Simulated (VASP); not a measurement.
Runs of VASP 6.6.1 on Cu. The structure is that of space group Fm-3m (No. 225), or close to it. The cells are those of the table. 

```csv
task,cell,k mesh,cutoff (eV),smearing,gap on the mesh (eV),pressure (GPa)
relaxation of cell and atoms,"relaxed to 7.3 GPa from a = 2.527 Å, angles 60.0°, 1 atom",20 × 20 × 20,600,fermi-dirac 0.1 eV,none,7.3
single point,"a = 2.472 Å, angles 60.0°, 1 atom",20 × 20 × 20,520,fermi-dirac 0.1 eV,none,21.6
single point,"a = 2.472 Å, angles 60.0°, 1 atom",10 × 10 × 10,520,gaussian 0.1 eV,none,21.6
single point,"a = 2.528 Å, angles 60.0°, 1 atom",20 × 20 × 20,520,fermi-dirac 0.1 eV,none,(a)
relaxation of cell and atoms,"relaxed to 21.1 GPa from a = 2.472 Å, angles 60.0°, 1 atom",10 × 10 × 10,600,gaussian 0.1 eV,none,21.7
single point,"a = 2.527 Å, angles 60.0°, 1 atom",10 × 10 × 10,520,gaussian 0.1 eV,none,8.2
relaxation of cell and atoms,"relaxed to 7.3 GPa from a = 2.556 Å, angles 60.0°, 1 atom",10 × 10 × 10,600,gaussian 0.1 eV,none,7.1
single point,"a = 2.556 Å, angles 60.0°, 1 atom",8 × 8 × 8,520,gaussian 0.1 eV,none,3.2
```

Alike in all rows: level PBE; potentials or basis VASP PAW PBE potentials, release 64 (Cu); no spin polarisation.

Problem. Fill in the values left out.

Solution. (a) 7.8.

Caveats: some runs use coarse meshes; the cell is relaxed towards a set pressure, so the enthalpy falls and the energy may rise (some runs); the relaxation stopped at its first step, so nothing moved (some runs).

A gap of «none» marks levels without a gap at the run's occupations.
